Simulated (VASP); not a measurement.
# Si2Cl (P3m1) in VASP: notebook

Runs on Si2Cl. Level: PBE. Tasks: relaxation of cell and atoms, single point.

Program: VASP 6.6.1. These are calculated values, not measurements. Logs are shortened: lines on timing, memory, paths and dates and some standing lists are left out, and cuts for length are marked.

## 1. The cell of the first run

Symmetry: P3m1, No. 156, trigonal system. The conventional cell has a = 3.408 Å, b = 3.408 Å, c = 5.565 Å, α = 90.00°, β = 90.00°, γ = 120.00°. Within 2.8 Å of Si (site symmetry 3m) lie 1 Cl at 2.09 Å. Si (site symmetry 3m) has 3 Cl at 2.09 Å within 2.8 Å. Within 2.8 Å of Cl (site symmetry 3m) lie 4 Si at 2.09 Å.

## 2. Relaxation of cell and atoms, PBE

File INCAR:

```
PREC = Accurate ; ENCUT = 500
EDIFF = 1E-7 ; ISMEAR = 0
SIGMA = 0.1 ; LREAL = False
LASPH = True ; NELM = 120
ALGO = Normal ; ISIF = 3
LWAVE = False ; LCHARG = False
GGA = PE ; IBRION = 2
NSW = 90 ; EDIFFG = -0.04
GGA_COMPAT = False ; NELMIN = 4
```

File KPOINTS:

```
Automatic mesh
0
Gamma
  6 6 4
```

File POSCAR:

```
Si2Cl
1.0
    3.4076797400      0.0000000000      0.0000000000
   -1.7038398700      2.9511372200      0.0000000000
    0.0000000000      0.0000000000      5.5647410100
Si Cl
2 1
Direct
    0.3333333300      0.6666666700      0.0000000000
    0.6666666700      0.3333333300      0.5000000000
    0.3333333300      0.6666666700      0.3750000000
```

Potentials or basis: VASP PAW PBE potentials, release 64 (Si, Cl).

Command:

```sh
> cat potpaw_PBE.64/Si/POTCAR potpaw_PBE.64/Cl/POTCAR > POTCAR
> mpirun -np 1 vasp_std > vasp.out
```

OUTCAR:

```text
PREC = Accurate
   ENCUT = 500
   EDIFF = 1E-7
   ISMEAR = 0
   LREAL = False
   LASPH = True
   NELM = 120
   ISIF = 3
   GGA = PE
   IBRION = 2
   NSW = 90
   EDIFFG = -0.04
   NELMIN = 4

 ion  position               nearest neighbor table
   1  0.333  0.667  0.000-   3 2.09
   2  0.667  0.333  0.500-   3 2.09   3 2.09   3 2.09
   3  0.333  0.667  0.375-   2 2.09   2 2.09   2 2.09   1 2.09

  LATTYP: Found a hexagonal cell.
 ALAT       =     3.4076797400
 C/A-ratio  =     1.6329999984

  Lattice vectors:

 A1 = (   3.4076797400,   0.0000000000,   0.0000000000)
 A2 = (  -1.7038398700,   2.9511372200,   0.0000000000)
 A3 = (   0.0000000000,   0.0000000000,   5.5647410100)

Analysis of symmetry for initial positions (statically):
=====================================================================
 Subroutine PRICEL returns:
 Original cell was already a primitive cell.

 Routine SETGRP: Setting up the symmetry group for a
 hexagonal supercell.

 Subroutine GETGRP returns: Found  6 space group operations
 (whereof  6 operations were pure point group operations)
 out of a pool of 24 trial point group operations.

The static configuration has the point symmetry C_3v.

Analysis of symmetry for dynamics (positions and initial velocities):
=====================================================================
 Subroutine PRICEL returns:
 Original cell was already a primitive cell.

 Routine SETGRP: Setting up the symmetry group for a
 hexagonal supercell.

 Subroutine GETGRP returns: Found  6 space group operations
 (whereof  6 operations were pure point group operations)
 out of a pool of 24 trial point group operations.

The dynamic configuration has the point symmetry C_3v.

 Subroutine INISYM returns: Found  6 space group operations
 (whereof  6 operations are pure point group operations),
 and found     1 'primitive' translations

----------------------------------------------------------------------------------------

                                     Primitive cell

  volume of cell :      55.9620

  direct lattice vectors                    reciprocal lattice vectors
     3.407679740  0.000000000  0.000000000     0.293454807  0.169426212  0.000000000
    -1.703839870  2.951137220  0.000000000     0.000000000  0.338852424  0.000000000
     0.000000000  0.000000000  5.564741010     0.000000000  0.000000000  0.179702883

  length of vectors
     3.407679740  3.407679738  5.564741010     0.338852424  0.338852424  0.179702883

  position of ions in fractional coordinates (direct lattice)
     0.333333330  0.666666670  0.000000000
     0.666666670  0.333333330  0.500000000
     0.333333330  0.666666670  0.375000000

  ion indices of the primitive-cell ions
   primitive index   ion index
                 1           1
                 2           2
                 3           3

----------------------------------------------------------------------------------------

 KPOINTS: Automatic mesh

Automatic generation of k-mesh.
 Grid dimensions read from file:
 generate k-points for:    6    6    4

 Generating k-lattice:

  Cartesian coordinates                     Fractional coordinates (reciprocal lattice)
     0.048909134  0.028237702  0.000000000     0.166666667 -0.000000000  0.000000000
     0.000000000  0.056475404  0.000000000     0.000000000  0.166666667  0.000000000
     0.000000000  0.000000000  0.044925721     0.000000000  0.000000000  0.250000000

  Length of vectors
     0.056475404  0.056475404  0.044925721

  Shift w.r.t. Gamma in fractional coordinates (k-lattice)
     0.000000000  0.000000000  0.000000000

 Subroutine IBZKPT returns following result:
 ===========================================

 Found     24 irreducible k-points:

 Following reciprocal coordinates:
            Coordinates               Weight
  0.000000  0.000000  0.000000      1.000000
  0.166667  0.000000  0.000000      6.000000
  0.333333  0.000000  0.000000      6.000000
  0.500000  0.000000  0.000000      3.000000
  0.166667  0.166667  0.000000      6.000000
  0.333333  0.166667  0.000000     12.000000
[... 16 lines left out ...]
  0.333333  0.166667  0.500000     12.000000
  0.333333  0.333333  0.500000      2.000000
   k-points           NKPTS =     24   k-points in BZ     NKDIM =     24   number of bands    NBANDS=     11
   number of dos      NEDOS =    301   number of ions     NIONS =      3
   total plane-waves  NPLWV =  32928
   dimension x,y,z NGX =    28 NGY =   28 NGZ =   42
   dimension x,y,z NGXF=    56 NGYF=   56 NGZF=   84
   ions per type =               2   1
   NGX,Y,Z   is equivalent  to a cutoff of  13.66, 13.66, 12.55 a.u.
   NGXF,Y,Z  is equivalent  to a cutoff of  27.32, 27.32, 25.09 a.u.
 SYSTEM =  unknown system
   PREC   = accura    normal or accurate (medium, high low for compatibility)
   ISTART =      0    job   : 0-new  1-cont  2-samecut
   ICHARG =      2    charge: 1-file 2-atom 10-const
   ISPIN  =      1    spin polarized calculation?
   LNONCOLLINEAR =      F non collinear calculations
   LSORBIT =      F    spin-orbit coupling
   LASPH  =      T    aspherical Exc in radial PAW
   ENCUT  =  500.0 eV  36.75 Ry    6.06 a.u.   6.21  6.21 10.15*2*pi/ulx,y,z
   NELM   =    120;   NELMIN=  4; NELMDL= -5     # of ELM steps
   EDIFF  = 0.1E-06   stopping-criterion for ELM
   LREAL  =      F    real-space projection
   EDIFFG = -.4E-01   stopping-criterion for IOM
   NSW    =     90    number of steps for IOM
   IBRION =      2    ionic relax: 0-MD 1-quasi-New 2-CG
   NFREE  =      1    steps in history (QN), initial steepest desc. (CG)
   ISIF   =      3    stress and relaxation
   ISYM   =      2    0-nonsym 1-usesym 2-fastsym
   POTIM  = 0.5000    time-step for ionic-motion
   TEBEG  =    0.0;   TEEND  =   0.0 temperature during run
   PSTRESS=    0.0 pullay stress
   NELECT =      15.0000    total number of electrons
   NUPDOWN=      -1.0000    fix difference up-down
   EMIN   =  10.00;   EMAX   =-10.00  energy-range for DOS
   EFERMI =   0.00;   METHOD = LEGACY
   ISMEAR =     0;   SIGMA  =   0.10  broadening in eV -4-tet -1-fermi 0-gaus
   EFERMI_NEDOS =   21; number of points for ismear=-14 and -15
   IALGO  =     38    algorithm
   IMIX   =      4    mixing-type and parameters
     AMIX     =   0.40;   BMIX     =  1.00
     AMIX_MAG =   1.60;   BMIX_MAG =  1.00
  volume/ion in A,a.u.               =      18.65       125.88
  Fermi-wavevector in a.u.,A,eV,Ry     =   1.055539  1.994679 15.159097  1.114162
  Thomas-Fermi vector in A             =   2.190741
   LORBIT       =      0    0 simple, 1 ext, 2 COOP (PROOUT), +10 PAW based schemes
   GGA     = PE    functional components
   LHFCALC =     F    Hartree Fock is set to
   AEXX    =    0.0000 exact exchange contribution
   IVDW    =     0    specifies the selected vdW correction
   LEPSILON=     F    determine dielectric tensor
   LRPA    =     F    only Hartree local field effects (RPA)
 conjugate gradient relaxation of ions
 non-spin polarized calculation
 Gauss-broadening in eV      SIGMA  =   0.10
  energy-cutoff  :      500.00
  volume of cell :       55.96
 maximum number of plane-waves:      1448
 NGX is ok and might be reduce to    28
   NGX = 13   NGY = 13   NGZ = 21

--------------------------------------- Ionic step        1  -------------------------------------------

 number of electron      15.0000001 magnetization

 Free energy of the ion-electron system (eV)
  ---------------------------------------------------
  ext. energy  EPLUGINS =         0.00000000
  ---------------------------------------------------
  free energy    TOTEN  =        -6.06549684 eV

  energy without entropy =       -6.05485577  energy(sigma->0) =       -6.06017630

------------------------ aborting loop because EDIFF is reached ----------------------------------------

  FORCE on cell =-STRESS in cart. coord.  units (eV):
  Direction    XX          YY          ZZ          XY          YZ          ZX
  --------------------------------------------------------------------------------------
  -------------------------------------------------------------------------------------
  Total        9.5891123      9.5891123      8.9318598      0.0000000      0.0000000     -0.0000000
  in kB      274.5338205    274.5338200    255.7168506      0.0000000      0.0000000     -0.0000000
  external PRESSURE =     268.2614970 kB  Pullay stress =       0.0000000 kB
[... 92 lines left out ...]
  FREE ENERGIE OF THE ION-ELECTRON SYSTEM (eV)
  ---------------------------------------------------
  free  energy   TOTEN  =        -8.6801886686 eV

  energy  without entropy=       -8.6622468810  energy(sigma->0) =       -8.67121777

 E-fermi :   4.1839     XC(G=0):  -9.2366

 val. band max:        4.1682356255   @ k =   0.3333   0.1667   0.5000
 cond. band min:       4.2455497430   @ k =   0.5000   0.0000   0.0000
 fundamental gap:      0.0773141174
 Fermi energy:         4.1838605691

 k-point     1 :       0.0000    0.0000    0.0000
  band No.  band energies     occupation
      1     -11.9569      2.00000
      2      -5.8845      2.00000
      3      -3.0699      2.00000
      4       1.7178      2.00000
      5       1.7178      2.00000
      6       4.0008      1.99036
      7       5.9964      0.00000
      8       5.9964      0.00000
      9       7.3418      0.00000
     10       8.8782      0.00000
     11       8.8782      0.00000
[... 309 lines left out ...]
 k-point    24 :       0.3333    0.3333    0.5000
  band No.  band energies     occupation
      1     -11.4520      2.00000
      2      -3.3988      2.00000
      3      -2.2431      2.00000
      4      -0.2172      2.00000
      5       0.0443      2.00000
      6       0.5700      2.00000
      7       0.9913      2.00000
      8       5.2028      0.00000
      9       5.6890      0.00000
     10       8.1702      0.00000
     11       9.5098      0.00000

[... ionic steps 4 to 36 ...]

--------------------------------------- Ionic step       37  -------------------------------------------

 number of electron      14.9999999 magnetization

------------------------ aborting loop because EDIFF is reached ----------------------------------------

  FORCE on cell =-STRESS in cart. coord.  units (eV):
  Direction    XX          YY          ZZ          XY          YZ          ZX
  --------------------------------------------------------------------------------------
  -------------------------------------------------------------------------------------
  Total        0.1647579      0.1647579      0.3545737     -0.0000000      0.0000000      0.0000000
  in kB        3.0041355      3.0041355      6.4651688     -0.0000000      0.0000000      0.0000000
  external PRESSURE =       4.1578132 kB  Pullay stress =       0.0000000 kB
[... 59 lines left out ...]
  energy  without entropy=      -12.6604425462  energy(sigma->0) =      -12.66334642

--------------------------------------- Ionic step       39  -------------------------------------------

 number of electron      15.0000000 magnetization

 Free energy of the ion-electron system (eV)
  ---------------------------------------------------
  ext. energy  EPLUGINS =         0.00000000
  ---------------------------------------------------
  free energy    TOTEN  =       -12.66701002 eV

  energy without entropy =      -12.66114446  energy(sigma->0) =      -12.66407724

 E-fermi :   1.6310     XC(G=0):  -7.5431

 val. band max:        1.6031051470   @ k =   0.3333   0.0000   0.0000
 cond. band min:       1.7745343980   @ k =   0.5000   0.0000   0.0000
 fundamental gap:      0.1714292510
 Fermi energy:         1.6310283399

 k-point     1 :       0.0000    0.0000    0.0000
  band No.  band energies     occupation
      1     -13.9154      2.00000
      2      -8.6953      2.00000
      3      -3.8763      2.00000
      4      -0.8859      2.00000
      5      -0.8859      2.00000
      6       1.1523      2.00000
      7       1.3598      1.99987
      8       1.3598      1.99987
      9       3.9014      0.00000
     10       5.1417      0.00000
     11       5.1417      0.00000
[... 350 lines left out ...]
  FREE ENERGIE OF THE ION-ELECTRON SYSTEM (eV)
  ---------------------------------------------------
  free  energy   TOTEN  =       -12.6670100182 eV

  energy  without entropy=      -12.6611444608  energy(sigma->0) =      -12.66407724

 reached required accuracy - stopping structural energy minimisation
```

Run time: 3.7 min. Hardware: 1 thread of Intel Xeon 6975P-C (Granite Rapids), shared host; peak memory 0.18 GiB.

Results:

```
Free energy                            : -12.6670 eV
Relaxed volume                         : 29.50 Å³/atom
Relaxed cell                           : a = 3.885 Å, b = 3.885 Å, c = 6.772 Å, α = 90.00°, β = 90.00°, γ = 120.00°
Space group after relaxing (to 0.05 Å) : P3m1 (No. 156)
Energy gained by relaxing              : 2200.5 meV/atom
Ionic steps                            : 39
Pressure after relaxing                : 0.0 GPa
Largest force after relaxing           : 0.010 eV/Å
```

Forces in eV/Å, atoms in the order of the input:
```
Si   0.000  0.000 -0.010
Si   0.000  0.000  0.001
Cl   0.000  0.000  0.009
```

The path:
```tsv
step	energy change (eV)	largest force (eV/Å)	pressure (GPa)	volume (Å³)
1	0.0000	4.2380	26.83	55.96
2	-2.5816	1.7653	-0.80	85.26
3	-2.6147	1.5296	-2.60	92.10
4	-2.6148	1.6041	-2.09	89.88
5	-2.9344	1.8157	-2.60	86.83
6	-4.1083	2.0194	-6.06	77.87
7	-4.6725	2.2752	5.75	60.86
8	-5.0613	0.8444	-7.43	70.25
9	-5.1461	1.0995	-2.64	64.49
10	-5.2160	0.3998	-5.89	67.23
11	-5.2697	1.4752	3.68	58.22
12	-5.3412	0.7706	-1.23	61.74
13	-5.4312	0.3962	-0.35	60.53
14	-5.4502	0.5940	0.50	59.73
15	-5.4837	0.7658	0.13	60.00
16	-5.6169	1.2510	-0.58	60.73
17	-5.7897	1.9113	1.56	61.90
18	-5.7782	1.6284	-0.19	61.49
19	-5.8032	1.7803	0.50	61.70
20	-5.8041	1.8077	0.68	61.74
21	-5.8125	1.8130	0.82	61.84
22	-5.8258	1.8296	1.37	62.14
23	-5.8445	1.7859	1.27	62.25
24	-5.8981	1.6627	0.99	62.58
25	-5.9937	1.4520	0.51	63.25
26	-6.1470	1.1108	-0.12	64.60
27	-6.3431	0.7019	0.02	67.31
28	-6.4014	0.7177	4.10	72.83
29	-6.5241	0.3656	2.17	79.02
30	-6.5567	1.0585	0.55	86.38
31	-6.5600	0.8853	0.80	84.85
32	-6.5792	0.3967	-1.23	89.89
33	-6.5820	0.3516	-0.73	88.50
34	-6.5922	0.2504	-0.35	88.20
35	-6.5975	0.1837	0.22	87.72
36	-6.5978	0.1738	0.11	87.82
37	-6.6003	0.1600	0.42	87.87
38	-6.6008	0.0597	0.33	87.86
39	-6.6015	0.0097	-0.02	88.50
```

Final structure:
```
Si Cl
1.0
     3.88458    0.00000    0.00000
    -1.94229    3.36415    0.00000
     0.00000    0.00000    6.77248
Si Cl
2 1
Direct
  0.33333 0.66667 0.88920
  0.66667 0.33333 0.78502
  0.33333 0.66667 0.20078
```

Caveat: the volume moved by over 15 % at a fixed basis, so the end points are rough; an odd number of electrons without spin polarisation forces a metal; a magnetic or distorted state may lie lower.

## 3. Single point, PBE

This run uses another cell than the first one, of 25.24 Å³/atom, 1.353 times its volume.

File INCAR:

```
SYSTEM = Si2Cl
  PREC = Accurate
  ENCUT = 500
  EDIFF = 1E-6
  ISMEAR = 0
  SIGMA = 0.1
  LREAL = .FALSE.
  LASPH = .TRUE.
  NELM = 120
  ALGO = Normal
  ISIF = 2
  LWAVE = .FALSE.
  LCHARG = .TRUE.
  GGA = PE
  LELF = .TRUE.
  LVHAR = .TRUE.
  NBANDS = 14
  GGA_COMPAT = .FALSE.
```

File KPOINTS:

```
Automatic mesh
0
G
  18 18 6
  0 0 0
```

File POSCAR:

```
Si2Cl
1.0
    3.4470076278      0.0000000000      0.0000000000
   -1.7235038139      2.9851961727      0.0000000000
    0.0000000000      0.0000000000      7.3574369239
Si Cl
2 1
Direct
    0.3333333333      0.6666666667      0.9282429518
    0.6666666667      0.3333333333      0.7386680525
    0.3333333333      0.6666666667      0.2080889958
```

Potentials or basis: VASP PAW PBE potentials, release 64 (Si, Cl).

Command:

```sh
> cat potpaw_PBE.64/Si/POTCAR potpaw_PBE.64/Cl/POTCAR > POTCAR
> mpirun -np 1 vasp_std > vasp.out
```

Wall time 88 s (1 thread of Intel Xeon 6975P-C (Granite Rapids), shared host); peak memory 0.32 GiB.

Results (log left out):

```yaml
Free_energy: -12.5006 eV
Pressure: -0.1 GPa
Largest_force: 0.055 eV/Å
```

Forces in eV/Å, atoms in the order of the input:
```
Si   0.000  0.000  0.049
Si   0.000  0.000  0.006
Cl   0.000  0.000 -0.055
```

Stress tensor (GPa, compression positive):
```
-0.08  0.00  0.00
 0.00 -0.08  0.00
 0.00  0.00 -0.29
```

Levels at points of the mesh, in eV from the Fermi level:
```csv
k point,band 4,band 5,band 6,band 7,band 8,band 9,band 10,band 11,band 12,band 13
"(0.00, 0.00, 0.00)",-2.13,-1.94,-1.94,2.16,2.16,2.55,5.21,5.21,5.77,7.50
"(0.50, 0.00, 0.00)",-4.84,-4.20,-2.58,-0.59,0.05,1.87,3.07,5.18,6.02,6.94
"(0.00, 0.00, 0.50)",-2.81,-1.94,-1.94,2.15,2.15,3.93,5.22,5.22,6.02,6.90
"(0.50, 0.00, 0.50)",-4.74,-4.26,-2.57,-0.46,0.03,1.56,3.03,4.88,6.19,7.33
```

Caveat: an odd number of electrons without spin polarisation forces a metal; a magnetic or distorted state may lie lower.
